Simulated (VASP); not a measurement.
Ni:

```
Ni
1.0
     0.00000    1.76000    1.76000
     1.76000    0.00000    1.76000
     1.76000    1.76000    0.00000
Ni
1
Direct
  0.00000 0.00000 0.00000
```

```yaml
Program: VASP 6.6.1
Task: relaxation of cell and atoms
Functional: r2SCAN
Dispersion: D4
Potentials_or_basis: VASP PAW PBE potentials, release 64 (Ni)
Cutoff: 660 eV
k_mesh: 8 × 8 × 8
Occupations: fermi-dirac, width 0.05 eV
Spin: collinear spin, ferromagnetic start
Starting_moments: "[1.5] μB"
```

At the start: pressure -9.3 GPa; volume 10.90 Å³/atom.

Where does the relaxation end?

Over 3 steps the energy falls by 14.8 meV/atom and the volume is 10.42 Å³/atom (-4.4 %); space group Fm-3m (No. 225, to 0.1 Å) before and after; moment 0.70 μB per cell.

Step by step:
```
step  energy change (eV)  largest force (eV/Å)  pressure (GPa)  volume (Å³)
   1              0.0000                0.0000           -9.35        10.90
   2              0.0030                0.0000           12.28         9.93
   3             -0.0148                0.0000           -0.13        10.42
```

Final structure:
```
Ni
1.0
     0.00000    1.73370    1.73370
     1.73370    0.00000    1.73370
     1.73370    1.73370    0.00000
Ni
1
Direct
  0.00000 0.00000 0.00000
```

Caveat: the k points lie up to 0.39 Å⁻¹ apart in the final cell; the PAW data sets were made with another functional, which shifts forces and pressure a little.
